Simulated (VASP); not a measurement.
# FeO: single point with LDA

FeO:

```
Fe O
1.0
     0.00000    2.15540    2.15540
     2.15540    0.00000    2.15540
     2.15540    2.15540    0.00000
Fe O
1 1
Cartesian
  0.0000 0.0000 0.0000
  2.1554 2.1554 2.1554
```

```json
{
  "Program": "VASP 6.6.1",
  "Task": "single point",
  "Functional": "LDA",
  "Potentials or basis": "VASP PAW LDA potentials, release 64 (Fe, O)",
  "Cutoff": "600 eV",
  "k mesh": "13 × 13 × 13",
  "Occupations": "fermi-dirac, width 0.15 eV",
  "Spin": "collinear spin, ferromagnetic start",
  "Starting moments": "[3.28, 0.22] μB",
  "Fixed moment": "3.4 μB"
}
```

```json
{"Pressure": "-21.7 GPa", "Net moment": "3.40 μB per cell", "Site moments": "Fe +3.13; O +0.18 μB", "Valence electrons inside the program's atomic spheres": "Fe 6.80; O 4.93"}
```

Run time: 27 s on 1 thread of Intel(R) Xeon(R) Platinum 8559C (Emerald Rapids), with other jobs on the host, peak memory 0.18 GiB.

Caveat: the cell stands under tension; the total moment is fixed, so each spin has its own Fermi level; a cell with one magnetic atom can't hold antiferromagnetic order, which such compounds often take.
